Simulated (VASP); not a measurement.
A run of VASP 6.6.1:

The input INCAR:

```
SYSTEM = W
PREC = Accurate
ENCUT = 520
EDIFF = 1E-6
ISMEAR = -1
SIGMA = 0.05
LREAL = .False.
LASPH = .True.
NELM = 80
ALGO = Normal
ISIF = 2
LWAVE = .False.
LCHARG = .False.
GGA = PE
IVDW = 12
NBANDS = 13
```

The input KPOINTS:

```
regular mesh
0
Gamma
  12 12 12
  0 0 0
```

Contents of POSCAR:

```
W
1.0
   -1.5800579451      1.5800579451      1.5800579451
    1.5800579451     -1.5800579451      1.5800579451
    1.5800579451      1.5800579451     -1.5800579451
W
1
Direct
    0.0000000000      0.0000000000      0.0000000000
```

Potentials or basis: VASP PAW PBE potentials, release 64 (W_sv).

Run with:

```console
$ cat potpaw_PBE.64/W_sv/POTCAR > POTCAR
$ mpirun -np 1 vasp_std > vasp.out
```

Hardware: 1 thread of Intel(R) Xeon(R) 6975P-C (Granite Rapids) (shared host).

Q: Estimate the wall time of this run.

A: Run time: 5.4 s on 1 thread of Intel(R) Xeon(R) 6975P-C (Granite Rapids), with other jobs on the host, peak memory 0.14 GiB. Counts: scf iterations 11, k points 72.
